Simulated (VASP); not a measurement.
# ZnSe2 in VASP: a series of runs

ZnSe2 is run at these levels: PBEsol; tasks: single point.

Program: VASP 6.6.1. These are calculated values, not measurements. Logs are shortened: lines on timing, memory, paths and dates and some standing lists are left out, and cuts for length are marked.

### Step 1. The cell of the first run

Symmetry: Pa-3, No. 205, cubic system. Conventional cell: a = 6.239 Å, b = 6.239 Å, c = 6.239 Å, α = 90.00°, β = 90.00°, γ = 90.00°. Within 3.5 Å of Zn (site symmetry -3) lie 6 Se at 2.62 Å. Within 3.1 Å of Se (site symmetry 3) lie 1 Se at 2.38 Å and 3 Zn at 2.62 Å.

### Step 2. Single point, PBEsol

Contents of INCAR:

```
PREC = Accurate
ENCUT = 520
EDIFF = 1E-6
ISMEAR = 0
SIGMA = 0.02
LREAL = False
LASPH = True
NELM = 100
ALGO = Normal
ISIF = 2
LWAVE = False
LCHARG = True
GGA = PS
LELF = True
LVHAR = True
NBANDS = 60
```

Contents of KPOINTS:

```
regular mesh
0
Gamma
  4 4 4
```

Contents of POSCAR:

```
ZnSe2
1.0
    6.2392186514      0.0000000000      0.0000000000
    0.0000000000      6.2392186514      0.0000000000
    0.0000000000      0.0000000000      6.2392186514
Zn Se
4 8
Direct
    0.5000000000      0.5000000000      0.0000000000
    0.5000000000      0.0000000000      0.5000000000
    0.0000000000      0.5000000000      0.5000000000
    0.0000000000      0.0000000000      0.0000000000
    0.1099629532      0.8900370468      0.3900370468
    0.8900370468      0.3900370468      0.1099629532
    0.3900370468      0.1099629532      0.8900370468
    0.6099629532      0.6099629532      0.6099629532
    0.8900370468      0.1099629532      0.6099629532
    0.1099629532      0.6099629532      0.8900370468
    0.6099629532      0.8900370468      0.1099629532
    0.3900370468      0.3900370468      0.3900370468
```

Potentials or basis: VASP PAW PBE potentials, release 64 (Zn, Se).

Run with:

```console
cat potpaw_PBE.64/Zn/POTCAR potpaw_PBE.64/Se/POTCAR > POTCAR
mpirun -np 1 vasp_std > vasp.out
```

OUTCAR:

```text
PREC = Accurate
   ENCUT = 520
   EDIFF = 1E-6
   ISMEAR = 0
   LREAL = False
   LASPH = True
   NELM = 100
   ISIF = 2
   GGA = PS

 ion  position               nearest neighbor table
   1  0.500  0.500  0.000-   6 2.62   7 2.62   8 2.62  10 2.62  11 2.62  12 2.62
   2  0.500  0.000  0.500-   5 2.62   7 2.62   8 2.62   9 2.62  11 2.62  12 2.62
   3  0.000  0.500  0.500-   5 2.62   6 2.62   8 2.62   9 2.62  10 2.62  12 2.62
   4  0.000  0.000  0.000-   5 2.62   6 2.62   7 2.62   9 2.62  10 2.62  11 2.62
   5  0.110  0.890  0.390-   9 2.38   3 2.62   4 2.62   2 2.62
   6  0.890  0.390  0.110-  10 2.38   3 2.62   4 2.62   1 2.62
   7  0.390  0.110  0.890-  11 2.38   2 2.62   4 2.62   1 2.62
   8  0.610  0.610  0.610-  12 2.38   2 2.62   3 2.62   1 2.62
   9  0.890  0.110  0.610-   5 2.38   3 2.62   4 2.62   2 2.62
  10  0.110  0.610  0.890-   6 2.38   3 2.62   4 2.62   1 2.62
  11  0.610  0.890  0.110-   7 2.38   2 2.62   4 2.62   1 2.62
  12  0.390  0.390  0.390-   8 2.38   2 2.62   3 2.62   1 2.62

  LATTYP: Found a simple cubic cell.
 ALAT       =     6.2392186514

  Lattice vectors:

 A1 = (   6.2392186514,   0.0000000000,   0.0000000000)
 A2 = (   0.0000000000,   6.2392186514,   0.0000000000)
 A3 = (   0.0000000000,   0.0000000000,   6.2392186514)

Analysis of symmetry for initial positions (statically):
=====================================================================
 Subroutine PRICEL returns:
 Original cell was already a primitive cell.

 Routine SETGRP: Setting up the symmetry group for a
 simple cubic supercell.

 Subroutine GETGRP returns: Found 24 space group operations
 (whereof  6 operations were pure point group operations)
 out of a pool of 48 trial point group operations.

The static configuration has the point symmetry S_6 .
 The point group associated with its full space group is T_h .

Analysis of symmetry for dynamics (positions and initial velocities):
=====================================================================
 Subroutine PRICEL returns:
 Original cell was already a primitive cell.

 Routine SETGRP: Setting up the symmetry group for a
 simple cubic supercell.

 Subroutine GETGRP returns: Found 24 space group operations
 (whereof  6 operations were pure point group operations)
 out of a pool of 48 trial point group operations.

The dynamic configuration has the point symmetry S_6 .
[... 115 lines left out ...]
   TEBEG  =    0.0;   TEEND  =   0.0 temperature during run
   PSTRESS=    0.0 pullay stress
   NELECT =      96.0000    total number of electrons
   NUPDOWN=      -1.0000    fix difference up-down
   EMIN   =  10.00;   EMAX   =-10.00  energy-range for DOS
   EFERMI =   0.00;   METHOD = LEGACY
   ISMEAR =     0;   SIGMA  =   0.02  broadening in eV -4-tet -1-fermi 0-gaus
   EFERMI_NEDOS =   21; number of points for ismear=-14 and -15
   IALGO  =     38    algorithm
   IMIX   =      4    mixing-type and parameters
     AMIX     =   0.40;   BMIX     =  1.00
     AMIX_MAG =   1.60;   BMIX_MAG =  1.00
  volume/ion in A,a.u.               =      20.24       136.59
  Fermi-wavevector in a.u.,A,eV,Ry     =   1.201439  2.270390 19.639405  1.443456
  Thomas-Fermi vector in A             =   2.337248
   LORBIT       =      0    0 simple, 1 ext, 2 COOP (PROOUT), +10 PAW based schemes
   GGA     = PS    functional components
   LHFCALC =     F    Hartree Fock is set to
   AEXX    =    0.0000 exact exchange contribution
   IVDW    =     0    specifies the selected vdW correction
   LEPSILON=     F    determine dielectric tensor
   LRPA    =     F    only Hartree local field effects (RPA)
 non-spin polarized calculation
 Gauss-broadening in eV      SIGMA  =   0.02
  energy-cutoff  :      520.00
  volume of cell :      242.88
 maximum number of plane-waves:      6619
 NGX is ok and might be reduce to    48
   NGX = 23   NGY = 23   NGZ = 23

 number of electron      95.9999855 magnetization

 Free energy of the ion-electron system (eV)
  ---------------------------------------------------
  ext. energy  EPLUGINS =         0.00000000
  ---------------------------------------------------
  free energy    TOTEN  =       -41.22171125 eV

  energy without entropy =      -41.22171125  energy(sigma->0) =      -41.22171125

 E-fermi :   4.1657     XC(G=0): -10.3726

 val. band max:        4.0428160295   @ k =   0.0000   0.0000   0.0000
 cond. band min:       4.7613239584   @ k =   0.2500   0.2500   0.2500
 fundamental gap:      0.7185079290
 Fermi energy:         4.1657271857

 k-point     1 :       0.0000    0.0000    0.0000
  band No.  band energies     occupation
      1     -11.6219      2.00000
      2     -10.4442      2.00000
      3     -10.4442      2.00000
      4     -10.4442      2.00000
      5      -8.2612      2.00000
      6      -8.2612      2.00000
[... 682 lines left out ...]
     59       8.4781      0.00000
     60       8.4781      0.00000

------------------------ aborting loop because EDIFF is reached ----------------------------------------

  FORCE on cell =-STRESS in cart. coord.  units (eV):
  Direction    XX          YY          ZZ          XY          YZ          ZX
  --------------------------------------------------------------------------------------
  -------------------------------------------------------------------------------------
  Total        0.3846454      0.3846454      0.3846454      0.0000000      0.0000000      0.0000000
  in kB        2.5373505      2.5373505      2.5373505      0.0000000      0.0000000      0.0000000
  external PRESSURE =       2.5373505 kB  Pullay stress =       0.0000000 kB

 VOLUME and BASIS-vectors are now :
 -----------------------------------------------------------------------------
  energy-cutoff  :      520.00
  volume of cell :      242.88
      direct lattice vectors                 reciprocal lattice vectors
     6.239218651  0.000000000  0.000000000     0.160276479  0.000000000  0.000000000
     0.000000000  6.239218651  0.000000000     0.000000000  0.160276479  0.000000000
     0.000000000  0.000000000  6.239218651     0.000000000  0.000000000  0.160276479

 POSITION                                       TOTAL-FORCE (eV/Angst)
 -----------------------------------------------------------------------------------
      3.11961      3.11961      0.00000         0.000000      0.000000     -0.000000
      3.11961      0.00000      3.11961         0.000000      0.000000     -0.000000
      0.00000      3.11961      3.11961         0.000000      0.000000     -0.000000
      0.00000      0.00000      0.00000         0.000000      0.000000     -0.000000
      0.68608      5.55314      2.43353         0.015221     -0.015221     -0.015221
      5.55314      2.43353      0.68608        -0.015221     -0.015221      0.015221
      2.43353      0.68608      5.55314        -0.015221      0.015221     -0.015221
      3.80569      3.80569      3.80569         0.015221      0.015221      0.015221
      5.55314      0.68608      3.80569        -0.015221      0.015221      0.015221
      0.68608      3.80569      5.55314         0.015221      0.015221     -0.015221
      3.80569      5.55314      0.68608         0.015221     -0.015221      0.015221
      2.43353      2.43353      2.43353        -0.015221     -0.015221     -0.015221
 -----------------------------------------------------------------------------------
    total drift:                               -0.000000      0.000000     -0.000000

  FREE ENERGIE OF THE ION-ELECTRON SYSTEM (eV)
  ---------------------------------------------------
  free  energy   TOTEN  =       -41.2217112524 eV

  energy  without entropy=      -41.2217112524  energy(sigma->0) =      -41.22171125
```

Run time: 4.8 min. Hardware: 1 thread of Intel Xeon 8259CL, shared host; peak memory 0.38 GiB.

What came out:

```
Free energy            : -41.2217 eV
Pressure               : 0.3 GPa
Largest force          : 0.026 eV/Å
Band gap on the k mesh : 0.72 eV (least direct gap 0.84 eV)
```

Forces in eV/Å, atoms in the order of the input:
```
Zn   0.000  0.000  0.000
Zn   0.000  0.000  0.000
Zn   0.000  0.000  0.000
Zn   0.000  0.000  0.000
Se   0.015 -0.015 -0.015
Se  -0.015 -0.015  0.015
Se  -0.015  0.015 -0.015
Se   0.015  0.015  0.015
Se  -0.015  0.015  0.015
Se   0.015  0.015 -0.015
Se   0.015 -0.015  0.015
Se  -0.015 -0.015 -0.015
```

Caveat: semilocal functionals underestimate gaps, and a narrow one can read as zero; the PAW data sets were made with another functional, which shifts forces and pressure a little.

### Step 3. Single point, PBEsol (biaxial strain in the a-b plane: +1.5 %, then relaxed in part)

Contents of INCAR:

```
PREC     = Accurate       # precision mode
ENCUT    = 520            # plane-wave cutoff, eV
EDIFF    = 1E-6           # SCF threshold, eV
ISMEAR   = 0              # smearing method
SIGMA    = 0.02           # smearing width, eV
LREAL    = False          # projectors in reciprocal space
LASPH    = True           # aspherical terms in the spheres
NELM     = 80             # most SCF steps
ALGO     = Normal         # electronic algorithm
ISIF     = 2              # what is computed and relaxed
LWAVE    = False          # write WAVECAR
LCHARG   = False          # write CHGCAR
GGA      = PS             # functional
NBANDS   = 60             # bands
```

Contents of KPOINTS:

```
Automatic mesh
0
Gamma
  6 6 6
```

Contents of POSCAR:

```
ZnSe2
1.0
    6.3328069312      0.0000000000      0.0000000000
    0.0000000000      6.3328069312      0.0000000000
    0.0000000000      0.0000000000      6.1347963443
Zn Se
4 8
Direct
    0.5000000000      0.5000000000      0.0000000000
    0.5000000000      0.0000000000      0.5000000000
    0.0000000000      0.5000000000      0.5000000000
    0.0000000000      0.0000000000      0.0000000000
    0.1094688341      0.8910214475      0.3895391657
    0.8905311659      0.3910214475      0.1104608343
    0.3905311659      0.1089785525      0.8895391657
    0.6094688341      0.6089785525      0.6104608343
    0.8905311659      0.1089785525      0.6104608343
    0.1094688341      0.6089785525      0.8895391657
    0.6094688341      0.8910214475      0.1104608343
    0.3905311659      0.3910214475      0.3895391657
```

Potentials or basis: VASP PAW PBE potentials, release 64 (Zn, Se).

Run with:

```console
cat potpaw_PBE.64/Zn/POTCAR potpaw_PBE.64/Se/POTCAR > POTCAR
mpirun -np 1 vasp_std > vasp.out
```

Wall time 29 min (1 thread of Oxide Virtual Turin-like, shared host); peak memory 0.73 GiB.

The run converged. Its results:

```yaml
Free_energy: -41.1951 eV
Pressure: -0.5 GPa
Largest_force: 0.026 eV/Å
Band_gap_on_the_k_mesh: 0.63 eV (least direct gap 0.83 eV)
```

Forces in eV/Å, atoms in the order of the input:
```
Zn   0.000  0.000  0.000
Zn   0.000  0.000  0.000
Zn   0.000  0.000  0.000
Zn   0.000  0.000  0.000
Se   0.016 -0.017 -0.012
Se  -0.016 -0.017  0.012
Se  -0.016  0.017 -0.012
Se   0.016  0.017  0.012
Se  -0.016  0.017  0.012
Se   0.016  0.017 -0.012
Se   0.016 -0.017  0.012
Se  -0.016 -0.017 -0.012
```

Stress tensor (GPa, compression positive):
```
-0.89  0.00  0.00
 0.00 -0.91  0.00
 0.00  0.00  0.27
```

Levels at points of the mesh, in eV from the valence-band top:
| k point | band 45 | band 46 | band 47 | band 48 | band 49 | band 50 | band 51 | band 52 |
| --- | --- | --- | --- | --- | --- | --- | --- | --- |
| (0.00, 0.00, 0.00) | -0.85 | -0.84 | -0.17 | 0.00 | 0.83 | 1.40 | 2.05 | 2.09 |
| (0.50, 0.00, 0.00) | -1.60 | -1.60 | -0.21 | -0.21 | 1.11 | 1.11 | 1.18 | 1.18 |
| (0.00, 0.50, 0.00) | -1.70 | -1.70 | -0.23 | -0.23 | 1.12 | 1.12 | 1.16 | 1.16 |
| (0.50, 0.50, 0.00) | -1.65 | -1.65 | -1.65 | -1.65 | 1.06 | 1.06 | 1.06 | 1.06 |
| (0.00, 0.00, 0.50) | -1.38 | -1.38 | -0.27 | -0.27 | 1.17 | 1.17 | 1.22 | 1.22 |
| (0.50, 0.00, 0.50) | -1.57 | -1.57 | -1.57 | -1.57 | 1.12 | 1.12 | 1.12 | 1.12 |
| (0.00, 0.50, 0.50) | -1.56 | -1.56 | -1.56 | -1.56 | 1.15 | 1.15 | 1.15 | 1.15 |
| (0.50, 0.50, 0.50) | -2.00 | -2.00 | -2.00 | -2.00 | 1.14 | 1.14 | 1.14 | 1.14 |

Caveat: the cell differs from its parent crystal (biaxial strain in the a-b plane: +1.5 %, then relaxed in part); semilocal functionals underestimate gaps, and a narrow one can read as zero; the PAW data sets were made with another functional, which shifts forces and pressure a little.
